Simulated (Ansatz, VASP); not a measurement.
## Two plane-wave programs on GaN

```
Ga N
1.0
     0.00000    2.22770    2.22770
     2.22770    0.00000    2.22770
     2.22770    2.22770    0.00000
Ga N
1 1
Direct
  0.00000 0.00000 0.00000
  0.25000 0.25000 0.25000
```

Alike in both runs: functional LDA; k mesh 10 × 10 × 10; occupations gaussian, width 0.02 eV; no spin polarisation.

Ansatz relaxed the structure, and its values are those at the end. VASP's run is a single point on that final structure, the one shown.

|  | VASP | Ansatz |
| --- | --- | --- |
| version | VASP 6.6.1 | Ansatz 0.2.0 |
| potentials or method | VASP PAW LDA potentials, release 64 (Ga_d, N_h), cutoff 1330 eV | scalar-relativistic, plane waves, PAW |
| valence electrons in the cell | 18 | 18 |

```csv
,VASP,Ansatz,Ansatz less VASP
gap on the k mesh at the Fermi level (eV),1.97,1.96,-0.019
least direct gap on the mesh (eV),1.97,1.96,-0.019
pressure (GPa),1.0,0.0,-0.97
```

LDA's correlation is that of Perdew and Zunger in VASP and of Perdew and Wang (1992) in Ansatz.
